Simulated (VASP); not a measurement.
The system is NaCl.

```
Na Cl
1.0
     0.00000    3.01009    3.01009
     3.01009    0.00000    3.01009
     3.01009    3.01009    0.00000
Na Cl
1 1
Direct
  0.00000 0.00000 0.00000
  0.25000 0.25000 0.25000
```

This cell differs from its parent crystal: strain -2.5%.

Base run:

| Quantity | Value |
| --- | --- |
| Program | VASP 6.6.1 |
| Functional | r2SCAN |
| Potentials or basis | VASP PAW PBE potentials, release 64 (Na_pv, Cl) |
| Cutoff | 550 eV |
| k mesh | 8 × 8 × 8 |
| Occupations | gaussian, width 0.01 eV |
| Spin | no spin polarisation |

Its results: band gap on the k mesh 5.75 eV; pressure 1.6 GPa.

The run is repeated on the same cell with these changes: functional from r2SCAN to PBE; cutoff from 550 eV to 500 eV; occupations from gaussian, width 0.01 eV to fermi-dirac, width 0.02 eV. What comes out?

Band gap on the k mesh 5.13 eV; pressure 2.5 GPa.

Caveats: the PAW data sets were made with another functional, which shifts forces and pressure a little (at least some runs).

A k mesh can miss the band edges.
